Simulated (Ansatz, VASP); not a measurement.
# One calculation of Cu, two programs

Contents of INCAR:

```
  PREC = Accurate
  ENCUT = 520
  EDIFF = 1E-6
  ISMEAR = 0
  SIGMA = 0.15
  LREAL = False
  LASPH = True
  NELM = 80
  ALGO = Normal
  ISIF = 2
  LWAVE = False
  LCHARG = False
  GGA = PS
  NBANDS = 12
```

The input KPOINTS:

```
regular mesh
0
Gamma
  22 22 22
```

The input POSCAR:

```
Cu
1.0
    0.0000000000      1.8391312500      1.8075000000
    1.8391312500      0.0000000000      1.8075000000
    1.8391312500      1.8391312500      0.0000000000
Cu
1
Direct
    0.0000000000      0.0000000000      0.0000000000
```

Input for Ansatz:

```yaml
crystal:
  lattice:
    - [0.0, 1.83913125, 1.8075]
    - [1.83913125, 0.0, 1.8075]
    - [1.83913125, 1.83913125, 0.0]
  atoms:
    - { symbol: Cu, position: [0.0, 0.0, 0.0] }
basis:
  ecutwfc: 420
kpoints:
  mp_grid: { grid: [22, 22, 22] }
hamiltonian:
  xc: pbesol
scf:
  occupations: { method: gaussian, width: 0.15 }
output:
  forces: true
  stress: true
  eigenvalues: true
```

Change from the starting cell: strain +0.0175 x Voigt [1, 1, 0, 0, 0, 0], atoms carried along.

Alike in both runs: task single point; functional PBEsol; k mesh 22 × 22 × 22; occupations gaussian, width 0.15 eV; no spin polarisation.

|  | VASP | Ansatz |
| --- | --- | --- |
| version | VASP 6.6.1 | Ansatz 0.2.0 |
| potentials or method | VASP PAW PBE potentials, release 64 (Cu), cutoff 520 eV | scalar-relativistic, plane waves, PAW |
| valence electrons in the cell | 11 | 19 |

```tsv
	VASP	Ansatz	Ansatz less VASP
gap on the k mesh at the Fermi level (eV)	none	none	-
pressure (GPa)	-10.1	-10.7	-0.68
traceless stress, the component that is largest in VASP (GPa)	0.57	0.58	+0.003
```

VASP's potentials were made for PBE, not for PBEsol. A gap of «none» marks a metal or a gap that the smearing closes. VASP's potentials hold 11 valence electrons a cell and Ansatz's 19, so a difference there can come from the potentials and not from the codes.
